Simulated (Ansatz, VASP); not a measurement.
## One calculation of AlNi4Bi, two programs

File INCAR:

```
PREC = Accurate ; ENCUT = 600
EDIFF = 1E-6 ; ISMEAR = 0
SIGMA = 0.1 ; LREAL = False
LASPH = True ; NELM = 100
ALGO = Fast ; ISIF = 3
LWAVE = False ; LCHARG = False
GGA = PS ; IBRION = 2
NSW = 70 ; EDIFFG = -0.05
```

KPOINTS

```
Automatic mesh
0
Gamma
  6 6 6
```

Contents of POSCAR:

```
AlNi4Bi
1.0
    2.4228452690     -4.0091641905      0.0000000000
    2.4228452690      4.0091641905      0.0000000000
    0.0000000000      0.0000000000      3.8138926647
Al Bi Ni
1 1 4
Direct
    0.0000000000      0.0000000000      0.5000000000
    0.5000000000      0.5000000000      0.0000000000
    0.1705615159      0.8294384841      0.0000000000
    0.8294384841      0.1705615159      0.0000000000
    0.0000000000      0.5000000000      0.5000000000
    0.5000000000      0.0000000000      0.5000000000
```

Input for Ansatz:

```yaml
crystal:
  lattice:
    - [2.422845269, -4.0091641905, 0.0]
    - [2.422845269, 4.0091641905, 0.0]
    - [0.0, 0.0, 3.8138926647]
  atoms:
    - { symbol: Al, position: [0.0, 0.0, 0.5] }
    - { symbol: Bi, position: [0.5, 0.5, 0.0] }
    - { symbol: Ni, position: [0.1705615159, 0.8294384841, 0.0] }
    - { symbol: Ni, position: [0.8294384841, 0.1705615159, 0.0] }
    - { symbol: Ni, position: [0.0, 0.5, 0.5] }
    - { symbol: Ni, position: [0.5, 0.0, 0.5] }
basis:
  ecutwfc: 420
kpoints:
  mp_grid: { grid: [6, 6, 6] }
hamiltonian:
  xc: pbesol
scf:
  occupations: { method: gaussian, width: 0.1 }
output:
  forces: true
  stress: true
  eigenvalues: true
relax:
  adjacent_minimum: "off"
  f_tol: 0.05
  max_steps: 50
  cell: { stress_tol: 0.5 }
```

Alike in both runs: task relaxation of cell and atoms; functional PBEsol; k mesh 6 × 6 × 6; occupations gaussian, width 0.1 eV; no spin polarisation.

```csv
,VASP,Ansatz
version,VASP 6.6.1,Ansatz 0.2.0
potentials or method,"VASP PAW PBE potentials, release 64 (Al, Bi_d, Ni), cutoff 600 eV","scalar-relativistic, plane waves, PAW"
valence electrons in the cell,58,90
```

VASP gave:

```
gap on the k mesh at the Fermi level, each at its own relaxed structure (eV)  : none
relaxed volume (Å³/atom)                                                      : 13.69
relaxed length of the cell vector where the two differ most in proportion (Å) : 4.770
```

Task: What did Ansatz give for the same quantities?

Result: gap on the k mesh at the Fermi level, each at its own relaxed structure (eV): none; relaxed volume (Å³/atom): 13.70; relaxed length of the cell vector where the two differ most in proportion (Å): 4.781.

VASP's potentials were made for PBE, not for PBEsol. A gap of «none» marks a metal or a gap that the smearing closes. VASP's potentials hold 58 valence electrons a cell and Ansatz's 90, so a difference there can come from the potentials and not from the codes.

Neither program's run includes spin-orbit coupling.
